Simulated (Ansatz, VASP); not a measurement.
**Na in VASP and in Ansatz**

The input INCAR:

```
PREC = Accurate ; ENCUT = 520
EDIFF = 1E-6 ; ISMEAR = -1
SIGMA = 0.08 ; LREAL = F
LASPH = T ; NELM = 100
ALGO = Normal ; ISIF = 2
LWAVE = F ; LCHARG = F
GGA = PS ; NBANDS = 10
```

Contents of KPOINTS:

```
Automatic mesh
0
Gamma
  12 12 12
```

Contents of POSCAR:

```
Na
1.0
    2.6949287526      0.0000000000      0.0000000000
    0.0000000000      2.6949287526      0.0000000000
    0.0000000000      0.0000000000      2.6949287526
Na
1
Direct
    0.0000000000      0.0000000000      0.0000000000
```

Input for Ansatz:

```yaml
crystal:
  lattice:
    - [2.6949287526, 0.0, 0.0]
    - [0.0, 2.6949287526, 0.0]
    - [0.0, 0.0, 2.6949287526]
  atoms:
    - { symbol: Na, position: [0.0, 0.0, 0.0] }
kpoints:
  mp_grid: { grid: [12, 12, 12] }
scf:
  occupations: { method: fermi_dirac, width: 0.08 }
hamiltonian:
  xc: pbesol
  pseudopotentials: { kind: all_electron, lapw: { basis_error: 0.001 } }
output:
  forces: true
  stress: true
  eigenvalues: true
  populations: true
```

Change from the starting cell: volume scaled by 0.5, LAPW.

Alike in both runs: task single point; functional PBEsol; k mesh 12 × 12 × 12; occupations fermi-dirac, width 0.08 eV; no spin polarisation.

|  | VASP | Ansatz |
| --- | --- | --- |
| version | VASP 6.6.1 | Ansatz 0.2.0 |
| potentials or method | VASP PAW PBE potentials, release 64 (Na_pv), cutoff 520 eV | all-electron LAPW, scalar-relativistic |

VASP gave:

| Quantity | Value |
| --- | --- |
| pressure (GPa) | 15.4 |

What did Ansatz give for the same quantities?

Pressure (GPa): 15.5.

VASP's potentials were made for PBE, not for PBEsol. Ansatz ran all-electron here, and VASP with PAW potentials.
